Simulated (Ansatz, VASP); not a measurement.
# Two plane-wave programs on Al7C6N7

```
CELL_PARAMETERS angstrom
5.89840 0.20464 -0.24793
0.20464 6.13947 0.15732
-0.24793 0.15732 6.08190
ATOMIC_POSITIONS crystal
C 0.22341 0.48021 0.14272
C 0.71457 0.47061 0.49513
C 0.40948 0.89330 0.92520
C 0.28138 0.18320 0.55809
C 0.03396 0.75122 0.44057
C 0.81906 0.96466 0.74476
Al 0.30941 0.80567 0.20850
Al 0.42075 0.60526 0.82960
Al 0.53614 0.20173 0.81641
Al 0.86070 0.14690 0.31568
Al 0.87098 0.61073 0.13018
Al 0.50332 0.37448 0.22911
Al 0.13046 0.95716 0.73217
N 0.86502 0.84874 0.29469
N 0.90539 0.76054 0.78922
N 0.22922 0.68321 0.53300
N 0.21810 0.29950 0.03387
N 0.40036 0.08382 0.41365
N 0.67538 0.47014 0.69530
N 0.71540 0.31965 0.05921
```

Alike in both runs: task single point; functional PBE; k mesh 4 × 4 × 4; occupations fermi-dirac, width 0.3447 eV; no spin polarisation.

|  | VASP | Ansatz |
| --- | --- | --- |
| version | VASP 6.6.1 | Ansatz 0.2.0 |
| potentials or method | VASP PAW PBE potentials, release 64 (C, Al, N), cutoff 520 eV | scalar-relativistic, plane waves, PAW |
| valence electrons in the cell | 80 | 80 |

```tsv
	VASP	Ansatz	Ansatz less VASP
gap on the k mesh at the Fermi level (eV)	none	none	-
rms of the force components (eV/Å)	1.626	1.635	+0.0098
```

Atom by atom the forces differ by 0.053 eV/Å (rms over components). A gap of «none» marks a metal or a gap that the smearing closes. With one functional, cell and mesh, what is left measures potentials, basis and numerics.

Noted on VASP's run: the standard files for N, O and F lose accuracy on very short bonds.
